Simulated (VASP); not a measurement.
# Au (R-3m) in VASP: single point with PBEsol

Aim: the single point of Au with PBEsol.

Program: VASP 6.6.1. These are calculated values, not measurements. Logs are shortened: lines on timing, memory, paths and dates and some standing lists are left out, and cuts for length are marked.

### 1 The cell of the first run

It takes space group R-3m (No. 166, trigonal). Conventional cell: a = 4.802 Å, b = 4.802 Å, c = 2.735 Å, α = 90.00°, β = 90.00°, γ = 120.00°. Au (site symmetry -3m) has 14 Au at 2.73 to 3.32 Å within 3.6 Å.

### 2 Single point, PBEsol

INCAR

```
ALGO = Fast
EDIFF = 1E-7
ENCUT = 520
GGA = PS
ISIF = 2
ISMEAR = 0
LASPH = True
LCHARG = False
LREAL = False
LWAVE = False
NBANDS = 12
NELM = 80
PREC = Accurate
SIGMA = 0.15
```

KPOINTS

```
k-points
0
Gamma
  22 22 22
```

POSCAR

```
Au
1.0
   -1.7374639859      1.6582311006      1.6582311006
    1.6582311006     -1.7374639859      1.6582311006
    1.6582311006      1.6582311006     -1.7374639859
Au
1
Direct
    0.0000000000      0.0000000000      0.0000000000
```

Potentials or basis: VASP PAW PBE potentials, release 64 (Au).

Command:

```
> cat potpaw_PBE.64/Au/POTCAR > POTCAR
> mpirun -np 1 vasp_std > vasp.out
```

OUTCAR:

```text
EDIFF = 1E-7
   ENCUT = 520
   GGA = PS
   ISIF = 2
   ISMEAR = 0
   LASPH = True
   LREAL = False
   NELM = 80
   PREC = Accurate

 ion  position               nearest neighbor table
   1  0.000  0.000  0.000-

  LATTYP: Found a trigonal (rhomboedric) cell.
 ALAT       =     2.9186027253
 COS(alpha) =    -0.3536531715

  Lattice vectors:

 A1 = (  -1.7374639859,   1.6582311006,   1.6582311006)
 A2 = (   1.6582311006,  -1.7374639859,   1.6582311006)
 A3 = (   1.6582311006,   1.6582311006,  -1.7374639859)

Analysis of symmetry for initial positions (statically):
=====================================================================
 Subroutine PRICEL returns:
 Original cell was already a primitive cell.

 Routine SETGRP: Setting up the symmetry group for a
 trigonal (rhombohedral) supercell.

 Subroutine GETGRP returns: Found 12 space group operations
 (whereof 12 operations were pure point group operations)
 out of a pool of 12 trial point group operations.

The static configuration has the point symmetry D_3d.

Analysis of symmetry for dynamics (positions and initial velocities):
=====================================================================
 Subroutine PRICEL returns:
 Original cell was already a primitive cell.

 Routine SETGRP: Setting up the symmetry group for a
 trigonal (rhombohedral) supercell.

 Subroutine GETGRP returns: Found 12 space group operations
 (whereof 12 operations were pure point group operations)
 out of a pool of 12 trial point group operations.

The dynamic configuration has the point symmetry D_3d.

 Subroutine INISYM returns: Found 12 space group operations
 (whereof 12 operations are pure point group operations),
 and found     1 'primitive' translations

----------------------------------------------------------------------------------------

                                     Primitive cell

  volume of cell :      18.2070

  direct lattice vectors                    reciprocal lattice vectors
    -1.737463986  1.658231101  1.658231101     0.014777302  0.309267818  0.309267818
     1.658231101 -1.737463986  1.658231101     0.309267818  0.014777302  0.309267818
     1.658231101  1.658231101 -1.737463986     0.309267818  0.309267818  0.014777302

  length of vectors
     2.918602725  2.918602725  2.918602725     0.437620310  0.437620310  0.437620310

  position of ions in fractional coordinates (direct lattice)
     0.000000000  0.000000000  0.000000000

  ion indices of the primitive-cell ions
   primitive index   ion index
                 1           1

----------------------------------------------------------------------------------------

 KPOINTS: k-points

Automatic generation of k-mesh.
 Grid dimensions read from file:
 generate k-points for:   22   22   22

 Generating k-lattice:

  Cartesian coordinates                     Fractional coordinates (reciprocal lattice)
     0.000671696  0.014057628  0.014057628     0.045454545  0.000000000  0.000000000
     0.014057628  0.000671696  0.014057628     0.000000000  0.045454545  0.000000000
     0.014057628  0.014057628  0.000671696     0.000000000  0.000000000  0.045454545

  Length of vectors
     0.019891832  0.019891832  0.019891832

  Shift w.r.t. Gamma in fractional coordinates (k-lattice)
     0.000000000  0.000000000  0.000000000

 Subroutine IBZKPT returns following result:
 ===========================================

 Found   1024 irreducible k-points:

 Following reciprocal coordinates:
            Coordinates               Weight
  0.000000  0.000000  0.000000      1.000000
  0.045455  0.000000  0.000000      6.000000
  0.090909  0.000000  0.000000      6.000000
  0.136364  0.000000  0.000000      6.000000
  0.181818 -0.000000 -0.000000      6.000000
  0.227273  0.000000  0.000000      6.000000
[... 16 lines left out ...]
  0.500000  0.045455 -0.000000     12.000000
 -0.454545  0.045455  0.000000     12.000000
 [... further k-points ...]
   k-points           NKPTS =   1024   k-points in BZ     NKDIM =   1024   number of bands    NBANDS=     12
   number of dos      NEDOS =    301   number of ions     NIONS =      1
   total plane-waves  NPLWV =  13824
   dimension x,y,z NGX =    24 NGY =   24 NGZ =   24
   dimension x,y,z NGXF=    48 NGYF=   48 NGZF=   48
   ions per type =               1
   NGX,Y,Z   is equivalent  to a cutoff of  13.67, 13.67, 13.67 a.u.
   NGXF,Y,Z  is equivalent  to a cutoff of  27.34, 27.34, 27.34 a.u.
 SYSTEM =  unknown system
   PREC   = accura    normal or accurate (medium, high low for compatibility)
   ISTART =      0    job   : 0-new  1-cont  2-samecut
   ICHARG =      2    charge: 1-file 2-atom 10-const
   ISPIN  =      1    spin polarized calculation?
   LNONCOLLINEAR =      F non collinear calculations
   LSORBIT =      F    spin-orbit coupling
   LASPH  =      T    aspherical Exc in radial PAW
   ENCUT  =  520.0 eV  38.22 Ry    6.18 a.u.   5.43  5.43  5.43*2*pi/ulx,y,z
   NELM   =     80;   NELMIN=  2; NELMDL= -5     # of ELM steps
   EDIFF  = 0.1E-06   stopping-criterion for ELM
   LREAL  =      F    real-space projection
   EDIFFG = 0.1E-05   stopping-criterion for IOM
   NSW    =      0    number of steps for IOM
   IBRION =     -1    ionic relax: 0-MD 1-quasi-New 2-CG
   NFREE  =      0    steps in history (QN), initial steepest desc. (CG)
   ISIF   =      2    stress and relaxation
   ISYM   =      2    0-nonsym 1-usesym 2-fastsym
   POTIM  = 0.5000    time-step for ionic-motion
   TEBEG  =    0.0;   TEEND  =   0.0 temperature during run
   PSTRESS=    0.0 pullay stress
   NELECT =      11.0000    total number of electrons
   NUPDOWN=      -1.0000    fix difference up-down
   EMIN   =  10.00;   EMAX   =-10.00  energy-range for DOS
   EFERMI =   0.00;   METHOD = LEGACY
   ISMEAR =     0;   SIGMA  =   0.15  broadening in eV -4-tet -1-fermi 0-gaus
   EFERMI_NEDOS =   21; number of points for ismear=-14 and -15
   IALGO  =     68    algorithm
   IMIX   =      4    mixing-type and parameters
     AMIX     =   0.40;   BMIX     =  1.00
     AMIX_MAG =   1.60;   BMIX_MAG =  1.00
  volume/ion in A,a.u.               =      18.21       122.87
  Fermi-wavevector in a.u.,A,eV,Ry     =   1.383968  2.615320 26.060157  1.915367
  Thomas-Fermi vector in A             =   2.508516
   LORBIT       =      0    0 simple, 1 ext, 2 COOP (PROOUT), +10 PAW based schemes
   GGA     = PS    functional components
   LHFCALC =     F    Hartree Fock is set to
   AEXX    =    0.0000 exact exchange contribution
   IVDW    =     0    specifies the selected vdW correction
   LEPSILON=     F    determine dielectric tensor
   LRPA    =     F    only Hartree local field effects (RPA)
 non-spin polarized calculation
 RMM-DIIS sequential band-by-band and
 Gauss-broadening in eV      SIGMA  =   0.15
  energy-cutoff  :      520.00
  volume of cell :       18.21
 maximum number of plane-waves:       501
 NGX is ok and might be reduce to    24
   NGX = 11   NGY = 11   NGZ = 11

 number of electron      11.0000002 magnetization

 Free energy of the ion-electron system (eV)
  ---------------------------------------------------
  ext. energy  EPLUGINS =         0.00000000
  ---------------------------------------------------
  free energy    TOTEN  =        -3.84150932 eV

  energy without entropy =       -3.83719696  energy(sigma->0) =       -3.83935314

 E-fermi :   8.1900     XC(G=0): -12.4926

 val. band max:        8.1856692080   @ k =   0.5000   0.0455  -0.0000
 cond. band min:       8.1950009068   @ k =   0.5000   0.2273   0.1818
 fundamental gap:      0.0093316989
 Fermi energy:         8.1899836333

 k-point     1 :       0.0000    0.0000    0.0000
  band No.  band energies     occupation
      1      -1.0212      2.00000
      2       3.1582      2.00000
      3       3.9192      2.00000
      4       3.9192      2.00000
      5       5.5288      2.00000
      6       5.5288      2.00000
      7      23.9153      0.00000
      8      24.9157      0.00000
      9      24.9157      0.00000
     10      30.8718      0.00000
     11      30.8718      0.00000
     12      32.3905      0.00000

 k-point     2 :       0.0455    0.0000    0.0000
  band No.  band energies     occupation
      1      -0.9433      2.00000
      2       3.2022      2.00000
      3       3.8970      2.00000
      4       3.9405      2.00000
      5       5.4871      2.00000
      6       5.5215      2.00000
      7      23.9634      0.00000
      8      24.9384      0.00000
      9      25.0145      0.00000
     10      29.9883      0.00000
     11      30.2708      0.00000
     12      31.9867      0.00000

 k-point     3 :       0.0909    0.0000    0.0000
  band No.  band energies     occupation
      1      -0.7129      2.00000
      2       3.3254      2.00000
      3       3.8322      2.00000
      4       4.0087      2.00000
      5       5.3745      2.00000
      6       5.5020      2.00000
      7      24.0740      0.00000
      8      24.9408      0.00000
      9      25.2971      0.00000
     10      28.8046      0.00000
     11      28.8830      0.00000
     12      31.1260      0.00000
[... 286 lines left out ...]
 k-point    23 :       0.5000    0.0455   -0.0000
  band No.  band energies     occupation
      1       1.6525      2.00000
      2       2.8601      2.00000
      3       5.2106      2.00000
      4       5.3996      2.00000
      5       6.7224      2.00000
      6       8.1857      1.03245
      7      12.2484      0.00000
      8      20.2555      0.00000
      9      21.1249      0.00000
     10      29.0653      0.00000
     11      29.3597      0.00000
     12      30.0800      0.00000

 k-point    24 :      -0.4545    0.0455    0.0000
  band No.  band energies     occupation
      1       1.6723      2.00000
      2       2.9028      2.00000
      3       5.1524      2.00000
      4       5.4085      2.00000
      5       6.4790      2.00000
      6       7.3163      2.00000
      7      13.4266      0.00000
      8      20.4312      0.00000
      9      21.4623      0.00000
     10      28.9252      0.00000
     11      29.2508      0.00000
     12      30.3613      0.00000

 [... further k-points ...]

------------------------ aborting loop because EDIFF is reached ----------------------------------------

  FORCE on cell =-STRESS in cart. coord.  units (eV):
  Direction    XX          YY          ZZ          XY          YZ          ZX
  --------------------------------------------------------------------------------------
  -------------------------------------------------------------------------------------
  Total       -0.9360634     -0.9360634     -0.9360634      0.3872143      0.3872143      0.3872143
  in kB      -82.3714746    -82.3714746    -82.3714746     34.0739854     34.0739854     34.0739854
  external PRESSURE =     -82.3714746 kB  Pullay stress =       0.0000000 kB

 VOLUME and BASIS-vectors are now :
 -----------------------------------------------------------------------------
  energy-cutoff  :      520.00
  volume of cell :       18.21
      direct lattice vectors                 reciprocal lattice vectors
    -1.737463986  1.658231101  1.658231101     0.014777302  0.309267818  0.309267818
     1.658231101 -1.737463986  1.658231101     0.309267818  0.014777302  0.309267818
     1.658231101  1.658231101 -1.737463986     0.309267818  0.309267818  0.014777302

 POSITION                                       TOTAL-FORCE (eV/Angst)
 -----------------------------------------------------------------------------------
      0.00000      0.00000      0.00000         0.000000     -0.000000      0.000000
 -----------------------------------------------------------------------------------
    total drift:                                0.000000      0.000000     -0.000000

  FREE ENERGIE OF THE ION-ELECTRON SYSTEM (eV)
  ---------------------------------------------------
  free  energy   TOTEN  =        -3.8415093196 eV

  energy  without entropy=       -3.8371969572  energy(sigma->0) =       -3.83935314
```

Wall time 4.6 min (1 thread of Intel Xeon 8259CL, shared host); peak memory 0.33 GiB.

What came out:

| Quantity | Value |
| --- | --- |
| Free energy | -3.8415 eV |
| Pressure | -8.2 GPa |
| Band gap on the k mesh | zero (an odd number of electrons rules out a gap without spin polarisation) |

Stress tensor (GPa, compression positive):
```
-8.24  3.41  3.41
 3.41 -8.24  3.41
 3.41  3.41 -8.24
```

Caveat: the cell stands under tension; the PAW data sets were made with another functional, which shifts forces and pressure a little; spin-orbit coupling is left out, which moves the levels of the heavy elements.
